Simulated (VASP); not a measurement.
# AgPbCl4 (P4/mmm) in VASP: notebook, part 2 of 3

VASP 6.6.1. The steps go on from the part before.

### 3 Single point, PBE

This run uses another cell than the first one, of 26.22 Å³/atom.

The input, INCAR:

```
PREC     = Accurate       # precision mode
ENCUT    = 520            # plane-wave cutoff, eV
EDIFF    = 1E-6           # SCF threshold, eV
ISMEAR   = 0              # smearing method
SIGMA    = 0.1            # smearing width, eV
LREAL    = F              # projectors in reciprocal space
LASPH    = T              # aspherical terms in the spheres
NELM     = 80             # most SCF steps
ALGO     = Normal         # electronic algorithm
ISIF     = 2              # what is computed and relaxed
LWAVE    = F              # write WAVECAR
LCHARG   = F              # write CHGCAR
GGA      = PE             # functional
NBANDS   = 36             # bands
```

The input, KPOINTS:

```
Automatic mesh
0
Gamma
  4 4 4
```

The input, POSCAR:

```
AgPbCl4
1.0
    4.7851567072      0.0000000000      0.0000000000
    0.0000000000      4.7851567072      0.0000000000
    0.0000000000      0.0000000000      6.8712174011
Ag Pb Cl
1 1 4
Direct
    0.0000000000      0.0000000000      0.0000000000
    0.5000000000      0.5000000000      0.5000000000
    0.5000000000      0.0000000000      0.2364615517
    0.0000000000      0.5000000000      0.7635384483
    0.5000000000      0.0000000000      0.7635384483
    0.0000000000      0.5000000000      0.2364615517
```

Potentials or basis: VASP PAW PBE potentials, release 64 (Ag, Pb_d, Cl).

Launch:

```console
$ cat potpaw_PBE.64/Ag/POTCAR potpaw_PBE.64/Pb_d/POTCAR potpaw_PBE.64/Cl/POTCAR > POTCAR
$ mpirun -np 1 vasp_std > vasp.out
```

Wall time 2.2 min (1 thread of Intel Xeon 8259CL, shared host); peak memory 0.3 GiB.

Results (log left out):

- Free energy: -17.2022 eV
- Pressure: 0.0 GPa
- Largest force: 0.013 eV/Å
- Band gap on the k mesh: zero (an odd number of electrons rules out a gap without spin polarisation)

Forces in eV/Å, atoms in the order of the input:
```
Ag   0.000  0.000  0.000
Pb   0.000  0.000  0.000
Cl   0.000  0.000  0.013
Cl   0.000  0.000 -0.013
Cl   0.000  0.000 -0.013
Cl   0.000  0.000  0.013
```

Stress tensor (GPa, compression positive):
```
-0.06  0.00  0.00
 0.00 -0.06  0.00
 0.00  0.00  0.24
```

Levels at points of the mesh, in eV from the Fermi level:
```csv
k point,band 24,band 25,band 26,band 27,band 28,band 29
"(0.00, 0.00, 0.00)",-0.74,-0.26,0.10,0.10,3.73,3.92
"(0.50, 0.00, 0.00)",-0.50,-0.38,-0.18,-0.15,4.71,4.87
"(0.50, 0.50, 0.00)",-0.18,-0.13,-0.13,0.27,4.45,4.47
"(0.00, 0.00, 0.50)",-0.54,-0.38,-0.01,-0.01,3.47,4.24
"(0.50, 0.00, 0.50)",-0.86,-0.48,-0.26,0.11,5.08,5.15
"(0.50, 0.50, 0.50)",-0.38,-0.25,-0.25,0.34,5.04,5.20
```

Caveat: spin-orbit coupling is left out, which moves the levels of the heavy elements; an odd number of electrons without spin polarisation forces a metal; a magnetic or distorted state may lie lower.

### 4 Single point, PBE

This run uses another cell than the first one, of 26.33 Å³/atom.

The input, INCAR:

```
  ALGO = Normal
  EDIFF = 1E-7
  ENCUT = 520
  GGA = PE
  ISIF = 2
  ISMEAR = 0
  LASPH = True
  LCHARG = True
  LELF = True
  LREAL = False
  LVHAR = True
  LWAVE = False
  NBANDS = 36
  NELM = 60
  PREC = Accurate
  SIGMA = 0.1
```

The input, KPOINTS:

```
k-points
0
Gamma
  8 8 6
```

The input, POSCAR:

```
AgPbCl4
1.0
    4.7833218295      0.0000000000      0.0000000000
    0.0000000000      4.7833218295      0.0000000000
    0.0000000000      0.0000000000      6.9035670735
Ag Pb Cl
1 1 4
Direct
    0.0000000000      0.0000000000      0.0000000000
    0.5000000000      0.5000000000      0.5000000000
    0.5000000000      0.0000000000      0.2367084982
    0.0000000000      0.5000000000      0.7632915018
    0.5000000000      0.0000000000      0.7632915018
    0.0000000000      0.5000000000      0.2367084982
```

Potentials or basis: VASP PAW PBE potentials, release 64 (Ag, Pb_d, Cl).

Launch:

```console
$ cat potpaw_PBE.64/Ag/POTCAR potpaw_PBE.64/Pb_d/POTCAR potpaw_PBE.64/Cl/POTCAR > POTCAR
$ mpirun -np 1 vasp_std > vasp.out
```

OUTCAR:

```text
EDIFF = 1E-7
   ENCUT = 520
   GGA = PE
   ISIF = 2
   ISMEAR = 0
   LASPH = True
   LREAL = False
   NELM = 60
   PREC = Accurate

 ion  position               nearest neighbor table
   1  0.000  0.000  0.000-   3 2.90   4 2.90   5 2.90   6 2.90   4 2.90   6 2.90   3 2.90   5 2.90

   2  0.500  0.500  0.500-   3 3.00   4 3.00   5 3.00   6 3.00   3 3.00   5 3.00   4 3.00   6 3.00

   3  0.500  0.000  0.237-   1 2.90   1 2.90   2 3.00   2 3.00
   4  0.000  0.500  0.763-   1 2.90   1 2.90   2 3.00   2 3.00
   5  0.500  0.000  0.763-   1 2.90   1 2.90   2 3.00   2 3.00
   6  0.000  0.500  0.237-   1 2.90   1 2.90   2 3.00   2 3.00

  LATTYP: Found a simple tetragonal cell.
 ALAT       =     4.7833218295
 C/A-ratio  =     1.4432579115

  Lattice vectors:

 A1 = (   4.7833218295,   0.0000000000,   0.0000000000)
 A2 = (   0.0000000000,   4.7833218295,   0.0000000000)
 A3 = (   0.0000000000,   0.0000000000,   6.9035670735)

Analysis of symmetry for initial positions (statically):
[... 183 lines left out ...]

 val. band max:        1.6156820341   @ k =   0.3750   0.2500   0.1667
 cond. band min:       1.6226685007   @ k =   0.3750   0.0000   0.3333
 fundamental gap:      0.0069864666
 Fermi energy:         1.6206848987

 k-point     1 :       0.0000    0.0000    0.0000
  band No.  band energies     occupation
      1     -13.8923      2.00000
      2     -13.8140      2.00000
      3     -13.8140      2.00000
      4     -13.8129      2.00000
      5     -13.8023      2.00000
      6     -12.4663      2.00000
[... 925 lines left out ...]
     35      10.8321      0.00000
     36      11.2458      0.00000

 [... further k-points ...]

------------------------ aborting loop because EDIFF is reached ----------------------------------------

  FORCE on cell =-STRESS in cart. coord.  units (eV):
  Direction    XX          YY          ZZ          XY          YZ          ZX
  --------------------------------------------------------------------------------------
  -------------------------------------------------------------------------------------
  Total       -0.1000051     -0.1000051     -0.0345405      0.0000000     -0.0000000     -0.0000000
  in kB       -1.0143787     -1.0143787     -0.3503535      0.0000000     -0.0000000     -0.0000000
  external PRESSURE =      -0.7930369 kB  Pullay stress =       0.0000000 kB

 VOLUME and BASIS-vectors are now :
 -----------------------------------------------------------------------------
  energy-cutoff  :      520.00
  volume of cell :      157.95
      direct lattice vectors                 reciprocal lattice vectors
     4.783321830  0.000000000  0.000000000     0.209059736  0.000000000  0.000000000
     0.000000000  4.783321830  0.000000000     0.000000000  0.209059736  0.000000000
     0.000000000  0.000000000  6.903567073     0.000000000  0.000000000  0.144852652

 POSITION                                       TOTAL-FORCE (eV/Angst)
 -----------------------------------------------------------------------------------
      0.00000      0.00000      0.00000        -0.000000     -0.000000      0.000000
      2.39166      2.39166      3.45178        -0.000000     -0.000000      0.000000
      2.39166      0.00000      1.63413         0.000000     -0.000000      0.001468
      0.00000      2.39166      5.26943         0.000000      0.000000     -0.001468
      2.39166      0.00000      5.26943        -0.000000      0.000000     -0.001468
      0.00000      2.39166      1.63413        -0.000000     -0.000000      0.001468
 -----------------------------------------------------------------------------------
    total drift:                                0.000000      0.000000      0.000000

  FREE ENERGIE OF THE ION-ELECTRON SYSTEM (eV)
  ---------------------------------------------------
  free  energy   TOTEN  =       -17.2028242033 eV

  energy  without entropy=      -17.1589294845  energy(sigma->0) =      -17.18087684
```

OSZICAR:

```text
N       E                     dE             d eps       ncg     rms          rms(c)
DAV:   1     0.501724669280E+03    0.50172E+03   -0.23647E+04  4336   0.138E+03
DAV:   2     0.424476635911E+02   -0.45928E+03   -0.43430E+03  4800   0.346E+02
DAV:   3    -0.162311582614E+02   -0.58679E+02   -0.57136E+02  5396   0.133E+02
DAV:   4    -0.186756533709E+02   -0.24445E+01   -0.24272E+01  4940   0.303E+01
DAV:   5    -0.187807151855E+02   -0.10506E+00   -0.10499E+00  6144   0.646E+00    0.860E+00
DAV:   6    -0.175545958428E+02    0.12261E+01   -0.52373E+00  5436   0.290E+01    0.897E+00
DAV:   7    -0.172284076153E+02    0.32619E+00   -0.16821E+00  4832   0.102E+01    0.429E+00
DAV:   8    -0.172017958460E+02    0.26612E-01   -0.27415E-01  4904   0.487E+00    0.170E+00
DAV:   9    -0.172030010507E+02   -0.12052E-02   -0.86687E-02  5276   0.299E+00    0.608E-01
DAV:  10    -0.172024122001E+02    0.58885E-03   -0.12448E-02  5164   0.130E+00    0.233E-01
DAV:  11    -0.172027753360E+02   -0.36314E-03   -0.21849E-03  4696   0.467E-01    0.320E-02
DAV:  12    -0.172028179808E+02   -0.42645E-04   -0.32034E-04  5544   0.891E-02    0.220E-02
DAV:  13    -0.172028223179E+02   -0.43371E-05   -0.27193E-05  4728   0.326E-02    0.101E-02
DAV:  14    -0.172028226363E+02   -0.31842E-06   -0.79029E-06  4888   0.295E-02    0.303E-03
DAV:  15    -0.172028240742E+02   -0.14379E-05   -0.23815E-06  4696   0.124E-02    0.295E-03
DAV:  16    -0.172028241886E+02   -0.11447E-06   -0.46170E-07  4404   0.688E-03    0.788E-04
DAV:  17    -0.172028242033E+02   -0.14680E-07   -0.84126E-08  3436   0.236E-03
   1 F= -.17202824E+02 E0= -.17180877E+02  d E =-.438947E-01
```

It took 7.4 min on 1 thread of Intel Xeon 8259CL, shared host; peak memory 0.46 GiB.

What came out:

- Free energy: -17.2028 eV
- Pressure: -0.1 GPa
- Band gap on the k mesh: zero (an odd number of electrons rules out a gap without spin polarisation)

Caveat: spin-orbit coupling is left out, which moves the levels of the heavy elements; an odd number of electrons without spin polarisation forces a metal; a magnetic or distorted state may lie lower.

(Part 2 of 3 ends here.)

The gap in the log of VASP goes by the Fermi energy; the results here count the filled bands.